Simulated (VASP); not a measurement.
Here is a VASP 6.6.1 calculation.

File INCAR:

```
ALGO     = Normal         # electronic algorithm
EDIFF    = 1E-6           # SCF threshold, eV
ENCUT    = 520            # plane-wave cutoff, eV
GGA      = PE             # functional
ISIF     = 2              # what is computed and relaxed
ISMEAR   = -1             # smearing method
ISPIN    = 2              # spin polarisation
LASPH    = T              # aspherical terms in the spheres
LCHARG   = T              # write CHGCAR
LELF     = T              # ELF
LORBIT   = 11             # projections on sites
LREAL    = F              # projectors in reciprocal space
LVHAR    = T            
LWAVE    = F              # write WAVECAR
MAGMOM   = 0 0 0 0        # initial moments
NBANDS   = 30             # bands
NELM     = 150            # most SCF steps
PREC     = Accurate       # precision mode
SIGMA    = 0.02           # smearing width, eV
```

Contents of KPOINTS:

```
k-points
0
Gamma
  6 6 4
```

Contents of POSCAR:

```
InP
1.0
    4.3931098464      0.0000000000      0.0000000000
   -2.1965549232      3.8045447286      0.0000000000
    0.0000000000      0.0000000000      5.9734964704
In P
2 2
Direct
    0.3333333333      0.6666666667      0.2500000000
    0.6666666667      0.3333333333      0.7500000000
    0.6666666667      0.3333333333      0.2500000000
    0.3333333333      0.6666666667      0.7500000000
```

Potentials or basis: VASP PAW PBE potentials, release 64 (In_d, P).

Command:

```console
$ cat potpaw_PBE.64/In_d/POTCAR potpaw_PBE.64/P/POTCAR > POTCAR
$ mpirun -np 1 vasp_std > vasp.out
```

Question: Predict the pressure.

Answer: 1.6 GPa.

Question: Predict the net moment.

Answer: 0.00 μB per cell.

Question: Predict the band gap on the k mesh.

Answer: Zero (filled and empty bands overlap).

Stress tensor (GPa, compression positive):
```
1.98 0.00 0.00
0.00 1.98 0.00
0.00 0.00 0.86
```

Caveat: semilocal functionals underestimate gaps, so a narrow gap can read as zero; spin-orbit coupling is left out, which moves the levels of the heavy elements.
